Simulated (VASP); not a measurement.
# Pd (I4/mmm) in VASP: further runs, part 2 of 2

VASP 6.6.1.

### 3 Single point, PBEsol (strain +0.025 along x and y, -0.025 along z)

The input, INCAR:

```
SYSTEM = Pd
PREC = Accurate
ENCUT = 520
EDIFF = 1E-6
ISMEAR = 0
SIGMA = 0.15
LREAL = .False.
LASPH = .True.
NELM = 60
ALGO = Fast
ISIF = 2
LWAVE = .False.
LCHARG = .False.
GGA = PS
NBANDS = 11
```

The input, KPOINTS:

```
regular mesh
0
Gamma
  20 20 20
  0 0 0
```

The input, POSCAR:

```
Pd
1.0
    0.0000000000      1.9935225000      1.8962775000
    1.9935225000      0.0000000000      1.8962775000
    1.9935225000      1.9935225000      0.0000000000
Pd
1
Direct
    0.0000000000      0.0000000000      0.0000000000
```

Potentials or basis: VASP PAW PBE potentials, release 64 (Pd).

The run is started by

```sh
cat potpaw_PBE.64/Pd/POTCAR > POTCAR
mpirun -np 1 vasp_std > vasp.out
```

OUTCAR:

```text
SYSTEM = Pd
   PREC = Accurate
   ENCUT = 520
   EDIFF = 1E-6
   ISMEAR = 0
   LREAL = .False.
   LASPH = .True.
   NELM = 60
   ISIF = 2
   GGA = PS

 ion  position               nearest neighbor table
   1  0.000  0.000  0.000-

  LATTYP: Found a body centered tetragonal cell.
 ALAT       =     2.8192665564
 C/A-ratio  =     1.3452275349

  Lattice vectors:

 A1 = (   0.0000000000,  -1.9935225000,  -1.8962775000)
 A2 = (   0.0000000000,   1.9935225000,  -1.8962775000)
 A3 = (   1.9935225000,   0.0000000000,   1.8962775000)

Analysis of symmetry for initial positions (statically):
=====================================================================
 Subroutine PRICEL returns:
 Original cell was already a primitive cell.

 Routine SETGRP: Setting up the symmetry group for a
 body centered tetragonal supercell.

 Subroutine GETGRP returns: Found 16 space group operations
 (whereof 16 operations were pure point group operations)
 out of a pool of 16 trial point group operations.

The static configuration has the point symmetry D_4h.

Analysis of symmetry for dynamics (positions and initial velocities):
=====================================================================
 Subroutine PRICEL returns:
 Original cell was already a primitive cell.

 Routine SETGRP: Setting up the symmetry group for a
 body centered tetragonal supercell.

 Subroutine GETGRP returns: Found 16 space group operations
 (whereof 16 operations were pure point group operations)
 out of a pool of 16 trial point group operations.

The dynamic configuration has the point symmetry D_4h.

 Subroutine INISYM returns: Found 16 space group operations
 (whereof 16 operations are pure point group operations),
 and found     1 'primitive' translations

----------------------------------------------------------------------------------------

                                     Primitive cell

  volume of cell :      15.0721

  direct lattice vectors                    reciprocal lattice vectors
[... 114 lines left out ...]
   LEPSILON=     F    determine dielectric tensor
   LRPA    =     F    only Hartree local field effects (RPA)
 non-spin polarized calculation
 RMM-DIIS sequential band-by-band and
 Gauss-broadening in eV      SIGMA  =   0.15
  energy-cutoff  :      520.00
  volume of cell :       15.07
 maximum number of plane-waves:       428
   NGX = 11   NGY = 11   NGZ = 11

 number of electron      10.0000000 magnetization

 number of electron       9.9999998 magnetization

 Free energy of the ion-electron system (eV)
  ---------------------------------------------------
  ext. energy  EPLUGINS =         0.00000000
  ---------------------------------------------------
  free energy    TOTEN  =        -5.95792906 eV

  energy without entropy =       -5.93051726  energy(sigma->0) =       -5.94422316

 E-fermi :   9.2522     XC(G=0): -13.2468

 val. band max:        9.2521182425   @ k =  -0.4000   0.0000   0.4000
 cond. band min:       9.2542321574   @ k =   0.5000   0.1500   0.0500
 fundamental gap:      0.0021139149
 Fermi energy:         9.2521879115

 k-point     1 :       0.0000    0.0000    0.0000
  band No.  band energies     occupation
      1       2.1874      2.00000
      2       6.3613      2.00000
      3       6.3613      2.00000
      4       6.8036      2.00000
      5       7.8324      2.00000
      6       8.2882      2.00000
      7      26.4171      0.00000
      8      30.6383      0.00000
      9      30.6383      0.00000
     10      31.8149      0.00000
     11      36.1500      0.00000
[... 309 lines left out ...]
 k-point    24 :      -0.3500    0.0500    0.0000
  band No.  band energies     occupation
      1       4.2302      2.00000
      2       6.4249      2.00000
      3       6.7681      2.00000
      4       7.8392      2.00000
      5       8.7219      2.00000
      6       9.2777      0.80963
      7      19.4243      0.00000
      8      26.3875      0.00000
      9      30.4130      0.00000
     10      31.2529      0.00000
     11      35.1449      0.00000

 [... further k-points ...]

------------------------ aborting loop because EDIFF is reached ----------------------------------------

  FORCE on cell =-STRESS in cart. coord.  units (eV):
  Direction    XX          YY          ZZ          XY          YZ          ZX
  --------------------------------------------------------------------------------------
  -------------------------------------------------------------------------------------
  Total       -0.6867618     -0.6867618     -0.4944302      0.0000000     -0.0000000      0.0000000
  in kB      -73.0033134    -73.0033134    -52.5583116      0.0000000     -0.0000000      0.0000000
  external PRESSURE =     -66.1883128 kB  Pullay stress =       0.0000000 kB

 VOLUME and BASIS-vectors are now :
 -----------------------------------------------------------------------------
  energy-cutoff  :      520.00
  volume of cell :       15.07
      direct lattice vectors                 reciprocal lattice vectors
     0.000000000  1.993522500  1.896277500    -0.250812318  0.250812318  0.263674489
     1.993522500  0.000000000  1.896277500     0.250812318 -0.250812318  0.263674489
     1.993522500  1.993522500  0.000000000     0.250812318  0.250812318 -0.263674489

 POSITION                                       TOTAL-FORCE (eV/Angst)
 -----------------------------------------------------------------------------------
      0.00000      0.00000      0.00000         0.000000      0.000000     -0.000000
 -----------------------------------------------------------------------------------
    total drift:                                0.000000     -0.000000      0.000000

  FREE ENERGIE OF THE ION-ELECTRON SYSTEM (eV)
  ---------------------------------------------------
  free  energy   TOTEN  =        -5.9579290558 eV

  energy  without entropy=       -5.9305172613  energy(sigma->0) =       -5.94422316
```

OSZICAR:

```text
N       E                     dE             d eps       ncg     rms          rms(c)
DAV:   1     0.414535311873E+02    0.41454E+02   -0.51277E+03 14206   0.850E+02
DAV:   2    -0.576371125587E+01   -0.47217E+02   -0.45636E+02 15879   0.181E+02
DAV:   3    -0.633867542727E+01   -0.57496E+00   -0.57244E+00 16974   0.214E+01
DAV:   4    -0.634128945987E+01   -0.26140E-02   -0.26137E-02 16913   0.152E+00
DAV:   5    -0.634131879928E+01   -0.29339E-04   -0.29340E-04 18340   0.145E-01    0.787E+00
RMM:   6    -0.597281069701E+01    0.36851E+00   -0.52628E-01 14746   0.666E+00    0.345E+00
RMM:   7    -0.596221115244E+01    0.10600E-01   -0.90202E-03 16853   0.109E+00    0.188E+00
RMM:   8    -0.595793436806E+01    0.42768E-02   -0.11987E-03 17134   0.343E-01    0.107E-01
RMM:   9    -0.595792270617E+01    0.11662E-04   -0.15368E-04 18889   0.102E-01    0.264E-02
RMM:  10    -0.595792769801E+01   -0.49918E-05   -0.38670E-05 18513   0.465E-02    0.830E-03
RMM:  11    -0.595792888330E+01   -0.11853E-05   -0.12387E-05 18080   0.235E-02    0.742E-03
RMM:  12    -0.595792905581E+01   -0.17251E-06   -0.29145E-06 14537   0.127E-02
   1 F= -.59579291E+01 E0= -.59442232E+01  d E =-.274118E-01
```

stdout:

```text
POSCAR found type information on POSCAR Pd
 POSCAR found :  1 types and       1 ions
 scaLAPACK will be used
 -----------------------------------------------------------------------------
|                                                                             |
|                                                                             |
|     You enforced a specific xc type in the INCAR file but a different       |
|     I HOPE YOU KNOW WHAT YOU ARE DOING!                                     |
|                                                                             |
 -----------------------------------------------------------------------------

 LDA part: xc-table for (Slater+PW92), standard interpolation
 POSCAR, INCAR and KPOINTS ok, starting setup
 FFT: planning ... GRIDC
 FFT: planning ... GRID_SOFT
 FFT: planning ... GRID
 WAVECAR not read
 entering main loop
WARNING in EDDRMM: call to ZHEGV failed, returncode =   8  4     11
```

Run time: 3 min. Hardware: 1 thread of Intel Xeon 8259CL, shared host; peak memory 0.22 GiB.

Results:

- Free energy: -5.9579 eV
- Pressure: -6.6 GPa
- Band gap on the k mesh: zero (bands 5 and 6 overlap by 1.65 eV)

Stress tensor (GPa, compression positive):
```
-7.30  0.00  0.00
 0.00 -7.30  0.00
 0.00  0.00 -5.26
```

Caveat: the cell differs from its parent crystal (strain +0.025 along x and y, -0.025 along z); the cell stands under tension; the PAW data sets were made with another functional, which shifts forces and pressure a little.

### 4 Single point, PBEsol (strain +0.050 along x and y, -0.050 along z)

The input, INCAR:

```
SYSTEM = Pd
ALGO = Normal
EDIFF = 1E-6
ENCUT = 520
GGA = PS
ISIF = 2
ISMEAR = 0
LASPH = .TRUE.
LCHARG = .FALSE.
LREAL = .FALSE.
LWAVE = .FALSE.
NBANDS = 11
NELM = 60
PREC = Accurate
SIGMA = 0.15
```

The input, KPOINTS:

```
k-points
0
G
  20 20 20
  0 0 0
```

The input, POSCAR:

```
Pd
1.0
    0.0000000000      2.0421450000      1.8476550000
    2.0421450000      0.0000000000      1.8476550000
    2.0421450000      2.0421450000      0.0000000000
Pd
1
Direct
    0.0000000000      0.0000000000      0.0000000000
```

The run is started by

```sh
cat potpaw_PBE.64/Pd/POTCAR > POTCAR
mpirun -np 1 vasp_std > vasp.out
```

It took 2.3 min on 1 thread of Intel Xeon 8259CL, shared host; peak memory 0.22 GiB.

The run converged. Its results:

| Property | Result |
| --- | --- |
| Free energy | -5.9326 eV |
| Pressure | -9.9 GPa |
| Band gap on the k mesh | zero (bands 5 and 6 overlap by 1.69 eV) |

Stress tensor (GPa, compression positive):
```
-10.83   0.00   0.00
  0.00 -10.83   0.00
  0.00   0.00  -7.95
```

Levels at points of the mesh, in eV from the Fermi level:
```csv
k point,band 3,band 4,band 5,band 6,band 7,band 8
"(0.00, 0.00, 0.00)",-2.88,-2.06,-1.60,-0.76,17.28,20.90
"(0.50, 0.00, 0.00)",-2.23,-0.22,0.19,1.06,6.99,16.19
"(0.50, 0.50, 0.00)",-0.02,0.29,0.29,4.64,11.69,11.69
"(0.50, 0.00, 0.50)",-0.10,-0.02,0.50,2.67,9.43,13.32
```

Caveat: the cell differs from its parent crystal (strain +0.050 along x and y, -0.050 along z); the cell stands under tension; the PAW data sets were made with another functional, which shifts forces and pressure a little.

### 5 Single point, PBEsol (strain +0.050 along x and y, -0.025 along z)

The input, INCAR:

```
SYSTEM = Pd
  ALGO = Normal
  EDIFF = 1E-7
  ENCUT = 520
  GGA = PS
  ISIF = 2
  ISMEAR = 0
  LASPH = .TRUE.
  LCHARG = .FALSE.
  LREAL = .FALSE.
  LWAVE = .FALSE.
  NBANDS = 11
  NELM = 60
  PREC = Accurate
  SIGMA = 0.15
```

KPOINTS is that of step 4.

The input, POSCAR:

```
Pd
1.0
    0.0000000000      2.0421450000      1.8962775000
    2.0421450000      0.0000000000      1.8962775000
    2.0421450000      2.0421450000      0.0000000000
Pd
1
Direct
    0.0000000000      0.0000000000      0.0000000000
```

The run is started by

```sh
cat potpaw_PBE.64/Pd/POTCAR > POTCAR
mpirun -np 1 vasp_std > vasp.out
```

Run time: 2.4 min. Hardware: 1 thread of Intel Xeon 8259CL, shared host; peak memory 0.23 GiB.

It converged, with:

```yaml
Free_energy: -5.9074 eV
Pressure: -13.5 GPa
Band_gap_on_the_k_mesh: zero (bands 5 and 6 overlap by 1.58 eV)
```

Stress tensor (GPa, compression positive):
```
-14.24   0.00   0.00
  0.00 -14.24   0.00
  0.00   0.00 -12.05
```

Levels at points of the mesh, in eV from the Fermi level:
```tsv
k point	band 1	band 2	band 3	band 4	band 5	band 6	band 7	band 8	band 9	band 10
(0.00, 0.00, 0.00)	-6.70	-2.72	-2.72	-2.12	-1.42	-0.81	17.17	20.94	20.94	22.53
(0.50, 0.00, 0.00)	-4.81	-2.88	-2.26	-0.16	0.13	1.10	6.76	16.25	19.55	21.37
(0.50, 0.50, 0.00)	-4.84	-4.59	-0.04	0.27	0.27	4.25	11.33	11.86	11.86	19.65
(0.50, 0.00, 0.50)	-4.85	-4.56	-0.07	0.04	0.43	2.83	9.39	13.07	13.42	21.01
```

Caveat: the cell differs from its parent crystal (strain +0.050 along x and y, -0.025 along z); the cell stands under tension; the PAW data sets were made with another functional, which shifts forces and pressure a little.

### 6 Single point, PBEsol (strain +0.050 along x and y, +0.000 along z)

The input, INCAR:

```
  PREC = Accurate
  ENCUT = 520
  EDIFF = 1E-6
  ISMEAR = 0
  SIGMA = 0.15
  LREAL = F
  LASPH = T
  NELM = 80
  ALGO = Normal
  ISIF = 2
  LWAVE = F
  LCHARG = F
  GGA = PS
  NBANDS = 11
```

The input, KPOINTS:

```
regular mesh
0
Gamma
  20 20 20
```

The input, POSCAR:

```
Pd
1.0
    0.0000000000      2.0421450000      1.9449000000
    2.0421450000      0.0000000000      1.9449000000
    2.0421450000      2.0421450000      0.0000000000
Pd
1
Direct
    0.0000000000      0.0000000000      0.0000000000
```

Potentials or basis: VASP PAW PBE potentials, release 64 (Pd).

The run is started by

```sh
cat potpaw_PBE.64/Pd/POTCAR > POTCAR
mpirun -np 1 vasp_std > vasp.out
```

It took 2.5 min on 1 thread of Intel Xeon 8259CL, shared host; peak memory 0.24 GiB.

Results (log left out):

- Free energy: -5.8726 eV
- Pressure: -16.5 GPa
- Band gap on the k mesh: zero (bands 5 and 6 overlap by 1.45 eV)

Stress tensor (GPa, compression positive):
```
-16.99   0.00   0.00
  0.00 -16.99   0.00
  0.00   0.00 -15.52
```

Levels at points of the mesh, in eV from the Fermi level:
| k point | band 2 | band 3 | band 4 | band 5 | band 6 | band 7 | band 8 | band 9 |
| --- | --- | --- | --- | --- | --- | --- | --- | --- |
| (0.00, 0.00, 0.00) | -2.57 | -2.57 | -2.18 | -1.26 | -0.87 | 17.08 | 20.96 | 20.96 |
| (0.50, 0.00, 0.00) | -2.67 | -2.28 | -0.12 | 0.06 | 1.14 | 6.56 | 16.29 | 19.55 |
| (0.50, 0.50, 0.00) | -4.40 | -0.05 | 0.25 | 0.25 | 3.89 | 10.61 | 12.02 | 12.02 |
| (0.50, 0.00, 0.50) | -4.40 | -0.06 | 0.10 | 0.35 | 2.99 | 9.36 | 12.82 | 13.01 |

Caveat: the cell differs from its parent crystal (strain +0.050 along x and y, +0.000 along z); the cell stands under tension; the PAW data sets were made with another functional, which shifts forces and pressure a little.

### 7 Overview

```tsv
cell	gap on the mesh (eV)	pressure (GPa)
a = 2.718, b = 2.718, c = 2.819 Å, angles 58.8, 58.8, 62.5°, 1 atom	none	-1.8
a = 2.751, b = 2.751, c = 2.819 Å, angles 59.2, 59.2, 61.6°, 1 atom	none	-6.6
a = 2.754, b = 2.754, c = 2.888 Å, angles 58.4, 58.4, 63.2°, 1 atom	none	-9.9
a = 2.787, b = 2.787, c = 2.888 Å, angles 58.8, 58.8, 62.4°, 1 atom	none	-13.5
a = 2.820, b = 2.820, c = 2.888 Å, angles 59.2, 59.2, 61.6°, 1 atom	none	-16.5
```

Alike in all rows: task single point; level PBEsol; potentials or basis VASP PAW PBE potentials, release 64 (Pd); no spin polarisation; k mesh 20 × 20 × 20; cutoff (eV) 520; smearing gaussian 0.15 eV.

Caveats: the PAW data sets were made with another functional, which shifts forces and pressure a little; the cell stands under tension (at least some runs).

Absolute energies hang on the potentials; compare differences alone.
